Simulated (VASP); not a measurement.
# TiAl3 (Pm-3m) in VASP: notebook

TiAl3 is run at these levels: PBE; tasks: single point.

Everything below comes from runs of VASP 6.6.1. Logs are shortened: lines on timing, memory, paths and dates and some standing lists are left out, and cuts for length are marked.

## Step 1: The cell of the first run

The structure is cubic, space group Pm-3m (No. 221). The conventional cell has a = 3.940 Å, b = 3.940 Å, c = 3.940 Å, α = 90.00°, β = 90.00°, γ = 90.00°. Within 3.7 Å of Ti (site symmetry m-3m) lie 12 Al at 2.79 Å. Within 3.7 Å of Al (site symmetry 4/mmm) lie 4 Ti at 2.79 Å and 8 Al at 2.79 Å.

## Step 2: Single point, PBE (volume scaled by 0.97)

Input file INCAR:

```
  PREC = Accurate
  ENCUT = 520
  EDIFF = 1E-6
  ISMEAR = 0
  SIGMA = 0.1
  LREAL = F
  LASPH = T
  NELM = 60
  ALGO = Normal
  ISIF = 2
  LWAVE = F
  LCHARG = F
  GGA = PE
  NBANDS = 18
```

Input file KPOINTS:

```
regular mesh
0
Gamma
  10 10 10
```

Input file POSCAR:

```
TiAl3
1.0
    3.9395246979      0.0000000000      0.0000000000
    0.0000000000      3.9395246979      0.0000000000
    0.0000000000      0.0000000000      3.9395246979
Ti Al
1 3
Direct
    0.0000000000      0.0000000000      0.0000000000
    0.5000000000      0.5000000000      0.0000000000
    0.5000000000      0.0000000000      0.5000000000
    0.0000000000      0.5000000000      0.5000000000
```

Potentials or basis: VASP PAW PBE potentials, release 64 (Ti_sv, Al).

Run with:

```console
$ cat potpaw_PBE.64/Ti_sv/POTCAR potpaw_PBE.64/Al/POTCAR > POTCAR
$ mpirun -np 1 vasp_std > vasp.out
```

OUTCAR:

```text
PREC = Accurate
   ENCUT = 520
   EDIFF = 1E-6
   ISMEAR = 0
   LREAL = F
   LASPH = T
   NELM = 60
   ISIF = 2
   GGA = PE

 ion  position               nearest neighbor table
   1  0.000  0.000  0.000-   2 2.79   3 2.79   4 2.79   3 2.79   4 2.79   2 2.79   4 2.79   4 2.79
                             2 2.79   3 2.79   3 2.79   2 2.79
   2  0.500  0.500  0.000-   1 2.79   3 2.79   4 2.79   3 2.79   4 2.79   1 2.79   3 2.79   3 2.79
                             1 2.79   4 2.79   4 2.79   1 2.79
   3  0.500  0.000  0.500-   1 2.79   2 2.79   4 2.79   1 2.79   2 2.79   2 2.79   4 2.79   2 2.79
                             1 2.79   4 2.79   1 2.79   4 2.79
   4  0.000  0.500  0.500-   1 2.79   2 2.79   3 2.79   1 2.79   2 2.79   1 2.79   3 2.79   1 2.79
                             2 2.79   3 2.79   2 2.79   3 2.79

  LATTYP: Found a simple cubic cell.
 ALAT       =     3.9395246979

  Lattice vectors:

 A1 = (   3.9395246979,   0.0000000000,   0.0000000000)
 A2 = (   0.0000000000,   3.9395246979,   0.0000000000)
 A3 = (   0.0000000000,   0.0000000000,   3.9395246979)

Analysis of symmetry for initial positions (statically):
=====================================================================
 Subroutine PRICEL returns:
 Original cell was already a primitive cell.

 Routine SETGRP: Setting up the symmetry group for a
 simple cubic supercell.

 Subroutine GETGRP returns: Found 48 space group operations
 (whereof 48 operations were pure point group operations)
 out of a pool of 48 trial point group operations.

The static configuration has the point symmetry O_h .

Analysis of symmetry for dynamics (positions and initial velocities):
=====================================================================
 Subroutine PRICEL returns:
 Original cell was already a primitive cell.

 Routine SETGRP: Setting up the symmetry group for a
 simple cubic supercell.

 Subroutine GETGRP returns: Found 48 space group operations
 (whereof 48 operations were pure point group operations)
 out of a pool of 48 trial point group operations.

The dynamic configuration has the point symmetry O_h .

 Subroutine INISYM returns: Found 48 space group operations
 (whereof 48 operations are pure point group operations),
 and found     1 'primitive' translations

----------------------------------------------------------------------------------------

                                     Primitive cell

  volume of cell :      61.1409

[... 95 lines left out ...]
   NSW    =      0    number of steps for IOM
   IBRION =     -1    ionic relax: 0-MD 1-quasi-New 2-CG
   NFREE  =      0    steps in history (QN), initial steepest desc. (CG)
   ISIF   =      2    stress and relaxation
   ISYM   =      2    0-nonsym 1-usesym 2-fastsym
   POTIM  = 0.5000    time-step for ionic-motion
   TEBEG  =    0.0;   TEEND  =   0.0 temperature during run
   PSTRESS=    0.0 pullay stress
   NELECT =      21.0000    total number of electrons
   NUPDOWN=      -1.0000    fix difference up-down
   EMIN   =  10.00;   EMAX   =-10.00  energy-range for DOS
   EFERMI =   0.00;   METHOD = LEGACY
   ISMEAR =     0;   SIGMA  =   0.10  broadening in eV -4-tet -1-fermi 0-gaus
   EFERMI_NEDOS =   21; number of points for ismear=-14 and -15
   IALGO  =     38    algorithm
   IMIX   =      4    mixing-type and parameters
     AMIX     =   0.40;   BMIX     =  1.00
     AMIX_MAG =   1.60;   BMIX_MAG =  1.00
  volume/ion in A,a.u.               =      15.29       103.15
  Fermi-wavevector in a.u.,A,eV,Ry     =   1.146491  2.166554 17.884074  1.314442
  Thomas-Fermi vector in A             =   2.283175
   LORBIT       =      0    0 simple, 1 ext, 2 COOP (PROOUT), +10 PAW based schemes
   GGA     = PE    functional components
   LHFCALC =     F    Hartree Fock is set to
   AEXX    =    0.0000 exact exchange contribution
   IVDW    =     0    specifies the selected vdW correction
   LEPSILON=     F    determine dielectric tensor
   LRPA    =     F    only Hartree local field effects (RPA)
 non-spin polarized calculation
 Gauss-broadening in eV      SIGMA  =   0.10
  energy-cutoff  :      520.00
  volume of cell :       61.14
 maximum number of plane-waves:      1671
 NGX is ok and might be reduce to    30
   NGX = 15   NGY = 15   NGZ = 15

 number of electron      20.9999996 magnetization

 Free energy of the ion-electron system (eV)
  ---------------------------------------------------
  ext. energy  EPLUGINS =         0.00000000
  ---------------------------------------------------
  free energy    TOTEN  =       -20.53531884 eV

  energy without entropy =      -20.52479668  energy(sigma->0) =      -20.53005776

 E-fermi :   9.2887     XC(G=0): -10.8794

 val. band max:        9.2667609936   @ k =   0.4000   0.4000   0.1000
 cond. band min:       9.3100938470   @ k =   0.1000   0.1000   0.1000
 fundamental gap:      0.0433328534
 Fermi energy:         9.2886515423

 k-point     1 :       0.0000    0.0000    0.0000
  band No.  band energies     occupation
      1     -47.6664      2.00000
      2     -23.9743      2.00000
      3     -23.9743      2.00000
      4     -23.9743      2.00000
      5      -1.6506      2.00000
      6       6.1342      2.00000
[... 481 lines left out ...]
      5      -0.5983      2.00000
      6       3.1322      2.00000
[... 10 lines left out ...]
     17      13.5518      0.00000
     18      14.8725      0.00000

 [... further k-points ...]

------------------------ aborting loop because EDIFF is reached ----------------------------------------

  FORCE on cell =-STRESS in cart. coord.  units (eV):
  Direction    XX          YY          ZZ          XY          YZ          ZX
  --------------------------------------------------------------------------------------
  -------------------------------------------------------------------------------------
  Total        1.2626231      1.2626231      1.2626231     -0.0000000     -0.0000000     -0.0000000
  in kB       33.0866526     33.0866526     33.0866526     -0.0000000     -0.0000000     -0.0000000
  external PRESSURE =      33.0866526 kB  Pullay stress =       0.0000000 kB

 VOLUME and BASIS-vectors are now :
 -----------------------------------------------------------------------------
  energy-cutoff  :      520.00
  volume of cell :       61.14
      direct lattice vectors                 reciprocal lattice vectors
     3.939524698  0.000000000  0.000000000     0.253837728  0.000000000  0.000000000
     0.000000000  3.939524698  0.000000000     0.000000000  0.253837728  0.000000000
     0.000000000  0.000000000  3.939524698     0.000000000  0.000000000  0.253837728

 POSITION                                       TOTAL-FORCE (eV/Angst)
 -----------------------------------------------------------------------------------
      0.00000      0.00000      0.00000         0.000000      0.000000      0.000000
      1.96976      1.96976      0.00000         0.000000      0.000000      0.000000
      1.96976      0.00000      1.96976         0.000000      0.000000      0.000000
      0.00000      1.96976      1.96976         0.000000      0.000000      0.000000
 -----------------------------------------------------------------------------------
    total drift:                                0.000000     -0.000000      0.000000

  FREE ENERGIE OF THE ION-ELECTRON SYSTEM (eV)
  ---------------------------------------------------
  free  energy   TOTEN  =       -20.5353188410 eV

  energy  without entropy=      -20.5247966826  energy(sigma->0) =      -20.53005776
```

OSZICAR:

```text
N       E                     dE             d eps       ncg     rms          rms(c)
DAV:   1     0.125401647049E+03    0.12540E+03   -0.92538E+03  2016   0.109E+03
DAV:   2    -0.135078309089E+02   -0.13891E+03   -0.13541E+03  2086   0.290E+02
DAV:   3    -0.222760070169E+02   -0.87682E+01   -0.84996E+01  3158   0.662E+01
DAV:   4    -0.225193594775E+02   -0.24335E+00   -0.24250E+00  2432   0.996E+00
DAV:   5    -0.225281584770E+02   -0.87990E-02   -0.87966E-02  3008   0.192E+00    0.113E+01
DAV:   6    -0.214916886531E+02    0.10365E+01   -0.24281E+01  2772   0.353E+01    0.773E+00
DAV:   7    -0.206167150256E+02    0.87497E+00   -0.10427E+01  2502   0.219E+01    0.337E+00
DAV:   8    -0.205962023568E+02    0.20513E-01   -0.13822E+00  2544   0.857E+00    0.191E+00
DAV:   9    -0.205349763364E+02    0.61226E-01   -0.41174E-01  2624   0.463E+00    0.250E-01
DAV:  10    -0.205369534444E+02   -0.19771E-02   -0.11922E-02  2636   0.702E-01    0.301E-01
DAV:  11    -0.205353638715E+02    0.15896E-02   -0.58045E-03  2688   0.496E-01    0.696E-02
DAV:  12    -0.205353184114E+02    0.45460E-04   -0.43816E-04  2744   0.137E-01    0.336E-02
DAV:  13    -0.205353188410E+02   -0.42957E-06   -0.55474E-06  2216   0.186E-02
   1 F= -.20535319E+02 E0= -.20530058E+02  d E =-.105222E-01
```

It took 22 s on 1 thread of Intel Xeon 6975P-C (Granite Rapids), shared host; peak memory 0.2 GiB.

Results:

```
Free energy : -20.5353 eV
Pressure    : 3.3 GPa
```

## Step 3: Single point, PBE (volume scaled by 1.03)

Input file INCAR:

```
PREC = Accurate ; ENCUT = 520
EDIFF = 1E-7 ; ISMEAR = 0
SIGMA = 0.1 ; LREAL = F
LASPH = T ; NELM = 100
ALGO = Normal ; ISIF = 2
LWAVE = F ; LCHARG = F
GGA = PE ; NBANDS = 18
```

KPOINTS is that of step 2.

Input file POSCAR:

```
TiAl3
1.0
    4.0191325036      0.0000000000      0.0000000000
    0.0000000000      4.0191325036      0.0000000000
    0.0000000000      0.0000000000      4.0191325036
Ti Al
1 3
Direct
    0.0000000000      0.0000000000      0.0000000000
    0.5000000000      0.5000000000      0.0000000000
    0.5000000000      0.0000000000      0.5000000000
    0.0000000000      0.5000000000      0.5000000000
```

Potentials or basis: VASP PAW PBE potentials, release 64 (Ti_sv, Al).

Run with:

```console
$ cat potpaw_PBE.64/Ti_sv/POTCAR potpaw_PBE.64/Al/POTCAR > POTCAR
$ mpirun -np 1 vasp_std > vasp.out
```

Run time: 26 s. Hardware: 1 thread of Intel Xeon 6975P-C (Granite Rapids), shared host; peak memory 0.2 GiB.

It converged, with:

```yaml
Free_energy: -20.5373 eV
Pressure: -3.0 GPa
```

Levels at points of the mesh, in eV from the Fermi level:
```
           k point  band 7  band 8  band 9  band 10  band 11  band 12  band 13  band 14
(0.00, 0.00, 0.00)   -3.02   -2.16   -2.16    -2.16     0.13     0.13     0.13     0.73
(0.50, 0.00, 0.00)   -2.20   -2.20   -2.08     0.36     0.67     0.67     0.88     1.02
(0.50, 0.50, 0.00)   -6.06   -4.92   -1.23    -1.23     0.58     0.81     1.06     1.07
(0.50, 0.50, 0.50)   -5.09   -4.83   -3.46    -3.46    -3.46     0.12     1.13     1.13
```

## Step 4: Single point, PBE (volume scaled by 1.06)

Input file INCAR:

```
SYSTEM = TiAl3
PREC     = Accurate       ! precision mode
ENCUT    = 520            ! plane-wave cutoff, eV
EDIFF    = 1E-6           ! SCF threshold, eV
ISMEAR   = 0              ! smearing method
SIGMA    = 0.1            ! smearing width, eV
LREAL    = .False.        ! projectors in reciprocal space
LASPH    = .True.         ! aspherical terms in the spheres
NELM     = 100            ! most SCF steps
ALGO     = Normal         ! electronic algorithm
ISIF     = 2              ! what is computed and relaxed
LWAVE    = .False.        ! write WAVECAR
LCHARG   = .True.         ! write CHGCAR
GGA      = PE             ! functional
LELF     = .True.         ! ELF
LVHAR    = .True.       
NBANDS   = 18             ! bands
```

Input file KPOINTS:

```
regular mesh
0
Gamma
  10 10 10
  0 0 0
```

Input file POSCAR:

```
TiAl3
1.0
    4.0577803793      0.0000000000      0.0000000000
    0.0000000000      4.0577803793      0.0000000000
    0.0000000000      0.0000000000      4.0577803793
Ti Al
1 3
Direct
    0.0000000000      0.0000000000      0.0000000000
    0.5000000000      0.5000000000      0.0000000000
    0.5000000000      0.0000000000      0.5000000000
    0.0000000000      0.5000000000      0.5000000000
```

Potentials or basis: VASP PAW PBE potentials, release 64 (Ti_sv, Al).

Run with:

```console
$ cat potpaw_PBE.64/Ti_sv/POTCAR potpaw_PBE.64/Al/POTCAR > POTCAR
$ mpirun -np 1 vasp_std > vasp.out
```

OUTCAR:

```text
SYSTEM = TiAl3
   PREC = Accurate
   ENCUT = 520
   EDIFF = 1E-6
   ISMEAR = 0
   LREAL = .False.
   LASPH = .True.
   NELM = 100
   ISIF = 2
   GGA = PE

 ion  position               nearest neighbor table
   1  0.000  0.000  0.000-   2 2.87   3 2.87   4 2.87   3 2.87   4 2.87   2 2.87   4 2.87   4 2.87
                             2 2.87   3 2.87   3 2.87   2 2.87
   2  0.500  0.500  0.000-   1 2.87   3 2.87   4 2.87   3 2.87   4 2.87   1 2.87   3 2.87   3 2.87
                             1 2.87   4 2.87   4 2.87   1 2.87
   3  0.500  0.000  0.500-   1 2.87   2 2.87   4 2.87   1 2.87   2 2.87   2 2.87   4 2.87   2 2.87
                             1 2.87   4 2.87   1 2.87   4 2.87
   4  0.000  0.500  0.500-   1 2.87   2 2.87   3 2.87   1 2.87   2 2.87   1 2.87   3 2.87   1 2.87
[... 708 lines left out ...]
  Total       -2.3253181     -2.3253181     -2.3253181      0.0000000      0.0000000     -0.0000000
  in kB      -55.7605871    -55.7605871    -55.7605871      0.0000000      0.0000000     -0.0000000
  external PRESSURE =     -55.7605871 kB  Pullay stress =       0.0000000 kB

 VOLUME and BASIS-vectors are now :
 -----------------------------------------------------------------------------
  energy-cutoff  :      520.00
  volume of cell :       66.81
      direct lattice vectors                 reciprocal lattice vectors
     4.057780379  0.000000000  0.000000000     0.246440149  0.000000000  0.000000000
     0.000000000  4.057780379  0.000000000     0.000000000  0.246440149  0.000000000
     0.000000000  0.000000000  4.057780379     0.000000000  0.000000000  0.246440149

 POSITION                                       TOTAL-FORCE (eV/Angst)
 -----------------------------------------------------------------------------------
      0.00000      0.00000      0.00000         0.000000      0.000000      0.000000
      2.02889      2.02889      0.00000         0.000000      0.000000      0.000000
      2.02889      0.00000      2.02889         0.000000      0.000000      0.000000
      0.00000      2.02889      2.02889         0.000000      0.000000      0.000000
 -----------------------------------------------------------------------------------
    total drift:                                0.000000     -0.000000      0.000000

  FREE ENERGIE OF THE ION-ELECTRON SYSTEM (eV)
  ---------------------------------------------------
  free  energy   TOTEN  =       -20.4871766514 eV

  energy  without entropy=      -20.4752428757  energy(sigma->0) =      -20.48120976
```

OSZICAR:

```text
N       E                     dE             d eps       ncg     rms          rms(c)
DAV:   1     0.120224909988E+03    0.12022E+03   -0.91444E+03  2016   0.107E+03
DAV:   2    -0.140593812003E+02   -0.13428E+03   -0.13082E+03  2050   0.281E+02
DAV:   3    -0.224276892311E+02   -0.83683E+01   -0.81487E+01  3178   0.649E+01
DAV:   4    -0.226468552321E+02   -0.21917E+00   -0.21837E+00  2430   0.971E+00
DAV:   5    -0.226559583833E+02   -0.91032E-02   -0.91010E-02  3088   0.200E+00    0.106E+01
DAV:   6    -0.217825092820E+02    0.87345E+00   -0.29578E+01  2772   0.358E+01    0.917E+00
DAV:   7    -0.205995415953E+02    0.11830E+01   -0.14977E+01  2530   0.245E+01    0.320E+00
DAV:   8    -0.205762885600E+02    0.23253E-01   -0.20232E+00  2592   0.969E+00    0.229E+00
DAV:   9    -0.204865069279E+02    0.89782E-01   -0.57584E-01  2652   0.504E+00    0.264E-01
DAV:  10    -0.204885940658E+02   -0.20871E-02   -0.15811E-02  2608   0.771E-01    0.283E-01
DAV:  11    -0.204871680651E+02    0.14260E-02   -0.71436E-03  2718   0.509E-01    0.272E-02
DAV:  12    -0.204871766437E+02   -0.85785E-05   -0.14365E-04  2340   0.756E-02    0.208E-02
DAV:  13    -0.204871766514E+02   -0.77584E-08   -0.21863E-06  2400   0.108E-02
   1 F= -.20487177E+02 E0= -.20481210E+02  d E =-.119338E-01
```

stdout:

```text
POSCAR found type information on POSCAR TiAl
 POSCAR found :  2 types and       4 ions
 scaLAPACK will be used
 LDA part: xc-table for (Slater+PW92), standard interpolation
 POSCAR, INCAR and KPOINTS ok, starting setup
 FFT: planning ... GRIDC
 FFT: planning ... GRID_SOFT
 FFT: planning ... GRID
 WAVECAR not read
 entering main loop
```

Run time: 23 s. Hardware: 1 thread of Intel Xeon 6975P-C (Granite Rapids), shared host; peak memory 0.2 GiB.

Results:

| Property | Result |
| --- | --- |
| Free energy | -20.4872 eV |
| Pressure | -5.6 GPa |

Levels at points of the mesh, in eV from the Fermi level:
```csv
k point,band 8,band 9,band 10,band 11,band 12,band 13
"(0.00, 0.00, 0.00)",-2.12,-2.12,-2.12,0.14,0.14,0.14
"(0.50, 0.00, 0.00)",-2.14,-2.00,0.35,0.65,0.65,0.84
"(0.50, 0.50, 0.00)",-4.82,-1.19,-1.19,0.57,0.78,1.02
"(0.50, 0.50, 0.50)",-4.71,-3.40,-3.40,-3.40,0.08,1.08
```

## Step 5: Overview

```tsv
cell	gap on the mesh (eV)	pressure (GPa)
a = 3.940 Å, 4 atoms	none	3.3
a = 4.019 Å, 4 atoms	none	-3.0
a = 4.058 Å, 4 atoms	none	-5.6
```

Alike in all rows: task single point; level PBE; potentials or basis VASP PAW PBE potentials, release 64 (Ti_sv, Al); no spin polarisation; k mesh 10 × 10 × 10; cutoff (eV) 520; smearing gaussian 0.1 eV.

Absolute energies hang on the potentials; compare differences alone.
